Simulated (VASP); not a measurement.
Set up this calculation in VASP 6.6.1, as the native input.

- Task: single point
- Functional: PBE
- Potentials or basis: VASP PAW PBE potentials, release 64 (Li_sv, F)
- Cutoff: 520 eV
- k mesh: 10 × 10 × 10
- Occupations: gaussian, width 0.02 eV
- Spin: no spin polarisation
- Dipole correction: no
- Further INCAR settings: ALGO = Normal; EDIFF = 1e-07; NBANDS = 12

The structure of LiF lies in POSCAR:

```
LiF
1.0
    2.7102894937      0.0000000000      0.0000000000
    0.0000000000      2.4799315237      0.0000000000
    0.0000000000      0.0000000000      2.4799315237
Li F
1 1
Direct
    0.0000000000      0.0000000000      0.0000000000
    0.5000000000      0.5000000000      0.5000000000
```

This cell differs from its parent crystal: strained.

The input as run:

INCAR

```
SYSTEM = LiF
PREC = Accurate
ENCUT = 520
EDIFF = 1E-7
ISMEAR = 0
SIGMA = 0.02
LREAL = .FALSE.
LASPH = .TRUE.
NELM = 80
ALGO = Normal
ISIF = 2
LWAVE = .FALSE.
LCHARG = .FALSE.
GGA = PE
NBANDS = 12
```

KPOINTS

```
Automatic mesh
0
G
  10 10 10
  0 0 0
```

Potentials or basis: VASP PAW PBE potentials, release 64 (Li_sv, F).

Run with:

```sh
$ cat potpaw_PBE.64/Li_sv/POTCAR potpaw_PBE.64/F/POTCAR > POTCAR
$ mpirun -np 1 vasp_std > vasp.out
```

It gave:

| Item | Value |
| --- | --- |
| Band gap on the k mesh | 7.21 eV (least direct gap 7.79 eV) |

Caveat: the cell differs from its parent crystal (strained).

Run time: 24 s on 1 thread of Intel Xeon 8259CL (shared host), peak memory 0.13 GiB.
